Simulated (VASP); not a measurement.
Crystal: HfB.

```
CELL_PARAMETERS angstrom
0.00000 2.27878 2.27878
2.27878 0.00000 2.27878
2.27878 2.27878 0.00000
ATOMIC_POSITIONS crystal
Hf 0.50000 0.50000 0.50000
B 0.00000 0.00000 0.00000
```

This cell differs from its parent crystal: volume scaled by 0.96.

Program: VASP 6.6.1. Alike in all runs: task single point; no spin polarisation; cell as given; cutoff (eV) 520; smearing fermi-dirac 0.05 eV.

Order these runs on this cell by their pressure, lowest first.
A. level HSE06; potentials or basis VASP PAW PBE potentials, release 64 (Hf_pv, B); k mesh 6 × 6 × 6; grid for exact exchange (PRECFOCK) Normal; screening parameter 0.2079 1/Å
B. level PBEsol; potentials or basis VASP PAW PBE potentials, release 64 (Hf_pv, B); k mesh 10 × 10 × 10
C. level LDA; potentials or basis VASP PAW LDA potentials, release 64 (Hf_pv, B); k mesh 10 × 10 × 10
D. level PBE; potentials or basis VASP PAW PBE potentials, release 64 (Hf_pv, B); k mesh 10 × 10 × 10

C (31.3 GPa), B (36.2 GPa), A (40.5 GPa), D (42.8 GPa).

Caveats: some runs use coarse meshes; the PAW data sets were made with another functional, which shifts forces and pressure a little (some runs).
